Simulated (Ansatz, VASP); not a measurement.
## Two plane-wave programs on Ta

The input INCAR:

```
ALGO     = Normal         # electronic algorithm
EDIFF    = 1E-6           # SCF threshold, eV
ENCUT    = 500            # plane-wave cutoff, eV
GGA      = CA             # functional
GGA_COMPAT= F            
ISIF     = 2              # what is computed and relaxed
ISMEAR   = 0              # smearing method
LASPH    = T              # aspherical terms in the spheres
LCHARG   = T              # write CHGCAR
LELF     = T              # ELF
LREAL    = F              # projectors in reciprocal space
LVHAR    = T            
LWAVE    = F              # write WAVECAR
NBANDS   = 12             # bands
NELM     = 120            # most SCF steps
PREC     = Accurate       # precision mode
SIGMA    = 0.2            # smearing width, eV
```

Contents of KPOINTS:

```
k-points
0
Gamma
  20 20 20
```

Contents of POSCAR:

```
Ta
1.0
   -1.6677928000      1.6347672000      1.6512800000
    1.6677928000     -1.6347672000      1.6512800000
    1.6677928000      1.6347672000     -1.6512800000
Ta
1
Direct
    0.0000000000      0.0000000000      0.0000000000
```

Input for Ansatz:

```yaml
crystal:
  lattice:
    - [-1.6677928, 1.6347672, 1.65128]
    - [1.6677928, -1.6347672, 1.65128]
    - [1.6677928, 1.6347672, -1.65128]
  atoms:
    - { symbol: Ta, position: [0.0, 0.0, 0.0] }
basis:
  ecutwfc: 420
kpoints:
  mp_grid: { grid: [20, 20, 20] }
hamiltonian:
  xc: lda
scf:
  occupations: { method: gaussian, width: 0.2 }
output:
  forces: true
  stress: true
  eigenvalues: true
```

Change from the starting cell: strain +0.0100 x Voigt [1, -1, 0, 0, 0, 0], atoms carried along.

Alike in both runs: task single point; functional LDA; k mesh 20 × 20 × 20; occupations gaussian, width 0.2 eV; no spin polarisation.

```csv
,VASP,Ansatz
version,VASP 6.6.1,Ansatz 0.2.0
potentials or method,"VASP PAW LDA potentials, release 64 (Ta_pv), cutoff 500 eV","scalar-relativistic, plane waves, PAW"
valence electrons in the cell,11,13
```

|  | VASP | Ansatz | Ansatz less VASP |
| --- | --- | --- | --- |
| gap on the k mesh at the Fermi level (eV) | none | none | - |
| pressure (GPa) | -8.1 | -8.8 | -0.73 |
| traceless stress, the component that is largest in VASP (GPa) | 1.16 | 1.16 | -0.004 |

LDA's correlation is that of Perdew and Zunger in VASP and of Perdew and Wang (1992) in Ansatz. A gap of «none» marks a metal or a gap that the smearing closes. VASP's potentials hold 11 valence electrons a cell and Ansatz's 13, so a difference there can come from the potentials and not from the codes.

Spin-orbit coupling is off throughout.
